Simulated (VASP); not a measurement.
# NiO in VASP: a series of runs, part 2 of 2

VASP 6.6.1. Earlier steps stand in the parts before.

## Step 3: Single point, PBEsol+U, collinear spin, antiferromagnetic start

This run uses another cell than the first one, of 9.27 Å³/atom.

INCAR

```
SYSTEM = NiO
ALGO     = Normal         ! electronic algorithm
EDIFF    = 1E-6           ! SCF threshold, eV
ENCUT    = 600            ! plane-wave cutoff, eV
GGA      = PS             ! functional
GGA_COMPAT= .FALSE.      
ISIF     = 2              ! what is computed and relaxed
ISMEAR   = 0              ! smearing method
ISPIN    = 2              ! spin polarisation
LASPH    = .TRUE.         ! aspherical terms in the spheres
LCHARG   = .FALSE.        ! write CHGCAR
LDAU     = .TRUE.         ! DFT+U
LDAUJ    = 0 0          
LDAUL    = 2 -1           ! shell
LDAUPRINT= 1            
LDAUTYPE = 2            
LDAUU    = 6.2 0          ! U, eV
LMAXMIX  = 4              ! l up to which the mixer works
LORBIT   = 11             ! projections on sites
LREAL    = .FALSE.        ! projectors in reciprocal space
LWAVE    = .FALSE.        ! write WAVECAR
MAGMOM   = 1.9 -1.9 0 0   ! initial moments
NBANDS   = 28             ! bands
NELM     = 200            ! most SCF steps
PREC     = Accurate       ! precision mode
SIGMA    = 0.02           ! smearing width, eV
```

KPOINTS

```
k-points
0
G
  10 10 6
  0 0 0
```

POSCAR

```
NiO
1.0
    0.0000000000      2.1006207108     -2.1006207108
    0.0000000000      2.1006207108      2.1006207108
    4.2000561940      0.0000000000      0.0000000000
Ni O
2 2
Direct
    0.0000000000      0.0000000000      0.0000000000
    0.5000000000      0.5000000000      0.5000000000
    0.0000000000      1.0000000000      0.5000000000
    0.5000000000      1.5000000000      1.0000000000
```

Potentials or basis: VASP PAW PBE potentials, release 64 (Ni, O).

Command:

```bash
cat potpaw_PBE.64/Ni/POTCAR potpaw_PBE.64/O/POTCAR > POTCAR
mpirun -np 1 vasp_std > vasp.out
```

OUTCAR:

```text
SYSTEM = NiO
   EDIFF = 1E-6
   ENCUT = 600
   GGA = PS
   ISIF = 2
   ISMEAR = 0
   ISPIN = 2
   LASPH = .TRUE.
   LORBIT = 11
   LREAL = .FALSE.
   NELM = 200
   PREC = Accurate

 ion  position               nearest neighbor table
   1  0.000  0.000  0.000-   3 2.10   3 2.10   4 2.10   4 2.10   4 2.10   4 2.10   2 2.97   2 2.97
                             2 2.97   2 2.97   2 2.97   2 2.97   2 2.97   2 2.97
   2  0.500  0.500  0.500-   4 2.10   4 2.10   3 2.10   3 2.10   3 2.10   3 2.10   1 2.97   1 2.97
                             1 2.97   1 2.97   1 2.97   1 2.97   1 2.97   1 2.97
   3  0.000  0.000  0.500-   1 2.10   1 2.10   2 2.10   2 2.10   2 2.10   2 2.10
   4  0.500  0.500  0.000-   2 2.10   2 2.10   1 2.10   1 2.10   1 2.10   1 2.10

  LATTYP: Found a simple tetragonal cell.
 ALAT       =     2.9707262986
 C/A-ratio  =     1.4138145934

  Lattice vectors:

 A1 = (   0.0000000000,   2.1006207108,  -2.1006207108)
 A2 = (   0.0000000000,   2.1006207108,   2.1006207108)
 A3 = (   4.2000561940,   0.0000000000,   0.0000000000)
[... 1799 lines left out ...]

  FORCE on cell =-STRESS in cart. coord.  units (eV):
  Direction    XX          YY          ZZ          XY          YZ          ZX
  --------------------------------------------------------------------------------------
  -------------------------------------------------------------------------------------
  Total       -2.4156271     -2.4196912     -2.4196912      0.0000000      0.0000000     -0.0000000
  in kB     -104.4143272   -104.5899951   -104.5899951      0.0000000      0.0000000     -0.0000000
  external PRESSURE =    -104.5314392 kB  Pullay stress =       0.0000000 kB

 VOLUME and BASIS-vectors are now :
 -----------------------------------------------------------------------------
  energy-cutoff  :      600.00
  volume of cell :       37.07
      direct lattice vectors                 reciprocal lattice vectors
     0.000000000  2.100620711 -2.100620711     0.000000000  0.238024884 -0.238024884
     0.000000000  2.100620711  2.100620711     0.000000000  0.238024884  0.238024884
     4.200056194  0.000000000  0.000000000     0.238092053  0.000000000  0.000000000

 POSITION                                       TOTAL-FORCE (eV/Angst)
 -----------------------------------------------------------------------------------
      0.00000      0.00000      0.00000        -0.000000      0.000000     -0.000000
      2.10003      2.10062      0.00000        -0.000000      0.000000      0.000000
      2.10003      0.00000      0.00000        -0.000000     -0.000000     -0.000000
      0.00000      2.10062      0.00000         0.000000      0.000000      0.000000
 -----------------------------------------------------------------------------------
    total drift:                               -0.000000     -0.000000     -0.000000

  FREE ENERGIE OF THE ION-ELECTRON SYSTEM (eV)
  ---------------------------------------------------
  free  energy   TOTEN  =       -21.9050050000 eV

  energy  without entropy=      -21.9050050000  energy(sigma->0) =      -21.90500500

 total charge

# of ion       s       p       d       tot
------------------------------------------
    1        0.344   0.419   8.216   8.979
    2        0.344   0.419   8.216   8.979
    3        1.538   3.452   0.000   4.990
    4        1.538   3.452   0.000   4.990
--------------------------------------------------
tot          3.764   7.741  16.431  27.937

 magnetization (x)

# of ion       s       p       d       tot
------------------------------------------
    1        0.015   0.017   1.797   1.829
    2       -0.015  -0.017  -1.797  -1.829
    3       -0.006  -0.054   0.000  -0.061
    4        0.006   0.054   0.000   0.061
--------------------------------------------------
tot          0.000   0.000   0.000   0.000
```

stdout:

```text
POSCAR found type information on POSCAR NiO
 POSCAR found :  2 types and       4 ions
 scaLAPACK will be used
 -----------------------------------------------------------------------------
|                                                                             |
|                                                                             |
|     You enforced a specific xc type in the INCAR file but a different       |
|     I HOPE YOU KNOW WHAT YOU ARE DOING!                                     |
|                                                                             |
 -----------------------------------------------------------------------------

 LDA part: xc-table for (Slater+PW92), standard interpolation
 POSCAR, INCAR and KPOINTS ok, starting setup
 FFT: planning ... GRIDC
 FFT: planning ... GRID_SOFT
 FFT: planning ... GRID
 WAVECAR not read
 entering main loop
```

Wall time 82 s (1 thread of Oxide Virtual Turin-like, shared host); peak memory 0.24 GiB.

Results:

| Item | Value |
| --- | --- |
| Free energy | -21.9050 eV |
| Pressure | -10.5 GPa |
| Band gap on the k mesh | 2.43 eV |
| Net moment | 0.00 μB per cell |
| Site moments | Ni +1.83, -1.83; O -0.06, +0.06 μB |
| Valence electrons inside the program's atomic spheres | Ni 8.98; O 4.99 |

Levels at points of the mesh, in eV from the valence-band top:
Spin up:
```csv
k point,band 14,band 15,band 16,band 17,band 18,band 19
"(0.00, 0.00, 0.00)",-1.32,-1.31,-1.31,2.44,2.60,2.67
"(0.50, 0.00, 0.00)",-2.08,-1.70,-0.22,2.88,4.52,8.01
"(0.50, 0.50, 0.00)",-2.69,-2.69,-2.64,2.78,2.98,6.77
"(0.00, 0.00, 0.50)",-1.55,-1.55,-1.55,2.43,2.92,6.25
"(0.50, 0.00, 0.50)",-2.12,0.00,0.00,4.53,4.54,6.49
"(0.50, 0.50, 0.50)",-2.61,-2.61,-2.01,2.99,3.51,9.16
```
Spin down:
```
           k point  band 13  band 14  band 15  band 16  band 17  band 18  band 19  band 20
(0.00, 0.00, 0.00)    -2.71    -1.32    -1.31    -1.31     2.44     2.60     2.67     7.04
(0.50, 0.00, 0.00)    -2.55    -2.08    -1.70    -0.22     2.88     4.52     8.01     8.22
(0.50, 0.50, 0.00)    -2.75    -2.69    -2.69    -2.64     2.78     2.98     6.77     7.30
(0.00, 0.00, 0.50)    -1.55    -1.55    -1.55    -1.55     2.43     2.92     6.25     7.04
(0.50, 0.00, 0.50)    -2.36    -2.12     0.00     0.00     4.53     4.54     6.49     6.56
(0.50, 0.50, 0.50)    -3.07    -2.61    -2.61    -2.01     2.99     3.51     9.16     9.83
```

Eigenvalues of the final occupation matrices:
| site | spin | trace | eigenvalues |
| --- | --- | --- | --- |
| site 1 d | 1 | 5.02 | 0.98 0.98 0.98 1.04 1.04 |
| site 1 d | 2 | 3.22 | 0.14 0.14 0.98 0.98 0.98 |
| site 2 d | 1 | 3.22 | 0.14 0.14 0.98 0.98 0.98 |
| site 2 d | 2 | 5.02 | 0.98 0.98 0.98 1.04 1.04 |

Caveat: the cell stands under tension; the PAW data sets were made with another functional, which shifts forces and pressure a little.

## Step 4: Single point, PBEsol+U, collinear spin, antiferromagnetic start

This run uses another cell than the first one, of 9.27 Å³/atom.

INCAR

```
  PREC = Accurate
  ENCUT = 600
  EDIFF = 1E-6
  ISMEAR = 0
  SIGMA = 0.02
  LREAL = F
  LASPH = T
  NELM = 200
  ALGO = Normal
  ISIF = 2
  LWAVE = F
  LCHARG = F
  ISPIN = 2
  MAGMOM = 1.89 -1.89 0 0
  LORBIT = 11
  LMAXMIX = 4
  LDAU = T
  LDAUTYPE = 2
  LDAUL = 2 -1
  LDAUU = 6.2 0
  LDAUJ = 0 0
  LDAUPRINT = 1
  GGA = PS
  NBANDS = 28
  GGA_COMPAT = F
```

KPOINTS

```
regular mesh
0
Gamma
  10 10 8
```

POSCAR is that of step 3.

Potentials or basis: VASP PAW PBE potentials, release 64 (Ni, O).

Command:

```bash
cat potpaw_PBE.64/Ni/POTCAR potpaw_PBE.64/O/POTCAR > POTCAR
mpirun -np 1 vasp_std > vasp.out
```

OUTCAR:

```text
PREC = Accurate
   ENCUT = 600
   EDIFF = 1E-6
   ISMEAR = 0
   LREAL = F
   LASPH = T
   NELM = 200
   ISIF = 2
   ISPIN = 2
   LORBIT = 11
   GGA = PS

 ion  position               nearest neighbor table
   1  0.000  0.000  0.000-   3 2.10   3 2.10   4 2.10   4 2.10   4 2.10   4 2.10   2 2.97   2 2.97
                             2 2.97   2 2.97   2 2.97   2 2.97   2 2.97   2 2.97
   2  0.500  0.500  0.500-   4 2.10   4 2.10   3 2.10   3 2.10   3 2.10   3 2.10   1 2.97   1 2.97
                             1 2.97   1 2.97   1 2.97   1 2.97   1 2.97   1 2.97
   3  0.000  0.000  0.500-   1 2.10   1 2.10   2 2.10   2 2.10   2 2.10   2 2.10
   4  0.500  0.500  0.000-   2 2.10   2 2.10   1 2.10   1 2.10   1 2.10   1 2.10
[... 1824 lines left out ...]
     0.000000000  2.100620711  2.100620711     0.000000000  0.238024884  0.238024884
     4.200056194  0.000000000  0.000000000     0.238092053  0.000000000  0.000000000

 POSITION                                       TOTAL-FORCE (eV/Angst)
 -----------------------------------------------------------------------------------
      0.00000      0.00000      0.00000        -0.000000      0.000000      0.000000
      2.10003      2.10062      0.00000        -0.000000      0.000000      0.000000
      2.10003      0.00000      0.00000        -0.000000     -0.000000     -0.000000
      0.00000      2.10062      0.00000         0.000000     -0.000000     -0.000000
 -----------------------------------------------------------------------------------
    total drift:                               -0.000000     -0.000000     -0.000000

  FREE ENERGIE OF THE ION-ELECTRON SYSTEM (eV)
  ---------------------------------------------------
  free  energy   TOTEN  =       -21.9050400594 eV

  energy  without entropy=      -21.9050400594  energy(sigma->0) =      -21.90504006

 total charge

# of ion       s       p       d       tot
------------------------------------------
    1        0.344   0.419   8.216   8.979
    2        0.344   0.419   8.216   8.979
    3        1.538   3.452   0.000   4.990
    4        1.538   3.452   0.000   4.990
--------------------------------------------------
tot          3.764   7.741  16.432  27.937

 magnetization (x)

# of ion       s       p       d       tot
------------------------------------------
    1        0.015   0.017   1.797   1.829
    2       -0.015  -0.017  -1.797  -1.829
    3       -0.006  -0.054   0.000  -0.061
    4        0.006   0.054   0.000   0.061
--------------------------------------------------
tot         -0.000   0.000   0.000   0.000
```

Wall time 2.5 min (1 thread of Oxide Virtual Turin-like, shared host); peak memory 0.27 GiB.

Results:

```
Free energy                                           : -21.9050 eV
Pressure                                              : -10.5 GPa
Band gap on the k mesh                                : 2.43 eV
Net moment                                            : 0.00 μB per cell
Site moments                                          : Ni +1.83, -1.83; O -0.06, +0.06 μB
Valence electrons inside the program's atomic spheres : Ni 8.98; O 4.99
```

Eigenvalues of the final occupation matrices:
| site | spin | trace | eigenvalues |
| --- | --- | --- | --- |
| site 1 d | 1 | 5.02 | 0.98 0.98 0.98 1.04 1.04 |
| site 1 d | 2 | 3.22 | 0.14 0.14 0.98 0.98 0.98 |
| site 2 d | 1 | 3.22 | 0.14 0.14 0.98 0.98 0.98 |
| site 2 d | 2 | 5.02 | 0.98 0.98 0.98 1.04 1.04 |

Caveat: the cell stands under tension; the PAW data sets were made with another functional, which shifts forces and pressure a little. The state reached can hang on the start; a lower one may exist.

## Step 5: Single point, PBEsol+U, collinear spin, antiferromagnetic start

This run uses another cell than the first one, of 9.27 Å³/atom.

INCAR

```
ALGO     = Normal         # electronic algorithm
EDIFF    = 1E-6           # SCF threshold, eV
ENCUT    = 600            # plane-wave cutoff, eV
GGA      = PS             # functional
GGA_COMPAT= False        
ISIF     = 2              # what is computed and relaxed
ISMEAR   = -1             # smearing method
ISPIN    = 2              # spin polarisation
LASPH    = True           # aspherical terms in the spheres
LCHARG   = False          # write CHGCAR
LDAU     = True           # DFT+U
LDAUJ    = 0 0          
LDAUL    = 2 -1           # shell
LDAUPRINT= 1            
LDAUTYPE = 2            
LDAUU    = 6.2 0          # U, eV
LMAXMIX  = 4              # l up to which the mixer works
LORBIT   = 11             # projections on sites
LREAL    = False          # projectors in reciprocal space
LWAVE    = False          # write WAVECAR
MAGMOM   = 1.9 -1.9 0 0   # initial moments
NBANDS   = 28             # bands
NELM     = 200            # most SCF steps
PREC     = Accurate       # precision mode
SIGMA    = 0.05           # smearing width, eV
```

KPOINTS

```
k-points
0
Gamma
  10 10 8
```

POSCAR is that of step 4.

Command:

```bash
cat potpaw_PBE.64/Ni/POTCAR potpaw_PBE.64/O/POTCAR > POTCAR
mpirun -np 1 vasp_std > vasp.out
```

It took 2.5 min on 1 thread of Oxide Virtual Turin-like, shared host; peak memory 0.28 GiB.

It converged, with:

```
Free energy                                           : -21.9050 eV
Pressure                                              : -10.5 GPa
Band gap on the k mesh                                : 2.43 eV
Net moment                                            : 0.00 μB per cell
Site moments                                          : Ni +1.83, -1.83; O -0.06, +0.06 μB
Valence electrons inside the program's atomic spheres : Ni 8.98; O 4.99
```

Levels at points of the mesh, in eV from the valence-band top:
Spin up:
```
           k point  band 13  band 14  band 15  band 16  band 17  band 18  band 19  band 20
(0.00, 0.00, 0.00)    -2.71    -1.32    -1.31    -1.31     2.43     2.60     2.67     7.04
(0.50, 0.00, 0.00)    -2.55    -2.08    -1.70    -0.22     2.88     4.52     8.01     8.22
(0.50, 0.50, 0.00)    -2.75    -2.69    -2.69    -2.64     2.78     2.98     6.77     7.30
(0.00, 0.00, 0.50)    -1.55    -1.55    -1.55    -1.55     2.43     2.92     6.25     7.04
(0.50, 0.00, 0.50)    -2.36    -2.12     0.00     0.00     4.53     4.54     6.49     6.56
(0.50, 0.50, 0.50)    -3.07    -2.61    -2.61    -2.01     2.99     3.51     9.16     9.83
```
Spin down:
```tsv
k point	band 12	band 13	band 14	band 15	band 16	band 17	band 18	band 19	band 20	band 21
(0.00, 0.00, 0.00)	-2.71	-2.71	-1.32	-1.31	-1.31	2.43	2.60	2.67	7.04	11.34
(0.50, 0.00, 0.00)	-2.78	-2.55	-2.08	-1.70	-0.22	2.88	4.52	8.01	8.22	11.54
(0.50, 0.50, 0.00)	-3.09	-2.75	-2.69	-2.69	-2.64	2.78	2.98	6.77	7.30	11.35
(0.00, 0.00, 0.50)	-2.60	-1.55	-1.55	-1.55	-1.55	2.43	2.92	6.25	7.04	12.72
(0.50, 0.00, 0.50)	-2.51	-2.36	-2.12	0.00	0.00	4.53	4.54	6.49	6.56	10.86
(0.50, 0.50, 0.50)	-3.07	-3.07	-2.61	-2.61	-2.01	2.99	3.51	9.16	9.83	11.27
```

Eigenvalues of the final occupation matrices:
```tsv
site	spin	trace	eigenvalues
site 1 d	1	5.02	0.98 0.98 0.98 1.04 1.04
site 1 d	2	3.22	0.14 0.14 0.98 0.98 0.98
site 2 d	1	3.22	0.14 0.14 0.98 0.98 0.98
site 2 d	2	5.02	0.98 0.98 0.98 1.04 1.04
```

Caveat: the cell stands under tension; the PAW data sets were made with another functional, which shifts forces and pressure a little. A k mesh can miss the band edges.

## Step 6: Summary

```tsv
cell	k mesh	smearing	gap on the mesh (eV)	pressure (GPa)	moment (μB)
a = 2.950, b = 2.950, c = 4.172 Å, 4 atoms	6 × 6 × 4	gaussian 0.1 eV	2.40	-6.9	0.00
a = 2.971, b = 2.971, c = 4.200 Å, 4 atoms	10 × 10 × 6	gaussian 0.02 eV	2.43	-10.5	0.00
a = 2.971, b = 2.971, c = 4.200 Å, 4 atoms	10 × 10 × 8	gaussian 0.02 eV	2.43	-10.5	0.00
a = 2.971, b = 2.971, c = 4.200 Å, 4 atoms	10 × 10 × 8	fermi-dirac 0.05 eV	2.43	-10.5	0.00
```

Alike in all rows: task single point; level PBEsol+U; potentials or basis VASP PAW PBE potentials, release 64 (Ni, O); spin collinear, antiferromagnetic start; Ni d U = 6.2 eV; cutoff (eV) 600.

Caveats: the cell stands under tension; the PAW data sets were made with another functional, which shifts forces and pressure a little.

Absolute energies hang on the potentials; compare differences alone.
